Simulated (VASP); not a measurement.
Here is a VASP 6.6.1 calculation.

INCAR

```
SYSTEM = WC
PREC = Accurate
ENCUT = 520
EDIFF = 1E-7
ISMEAR = -1
SIGMA = 0.1
LREAL = .FALSE.
LASPH = .TRUE.
NELM = 100
ALGO = Normal
ISIF = 2
LWAVE = .FALSE.
LCHARG = .FALSE.
GGA = PE
NBANDS = 16
```

The input KPOINTS:

```
Automatic mesh
0
G
  12 12 11
  0 0 0
```

File POSCAR:

```
WC
1.0
    2.9222371611      0.0000002928      0.0000000000
   -1.4611188341      2.5307314710      0.0000000000
    0.0000000000      0.0000000000      2.8466431432
W C
1 1
Direct
    0.0000000000      0.0000000000      0.0000000000
    0.6666666667      0.3333333333      0.5000000000
```

Potentials or basis: VASP PAW PBE potentials, release 64 (W_sv, C).

Run with:

```console
$ cat potpaw_PBE.64/W_sv/POTCAR potpaw_PBE.64/C/POTCAR > POTCAR
$ mpirun -np 1 vasp_std > vasp.out
```

Question: What does it give for the band gap on the k mesh?

Answer: Zero (band 9 reaches 11.51 eV, above the bottom of band 10 at 10.34 eV).

Question: Estimate the pressure.

Answer: 1.1 GPa.

Stress tensor (GPa, compression positive):
```
0.96 0.00 0.00
0.00 0.96 0.00
0.00 0.00 1.26
```

Caveat: spin-orbit coupling is left out, which moves the levels of the heavy elements.
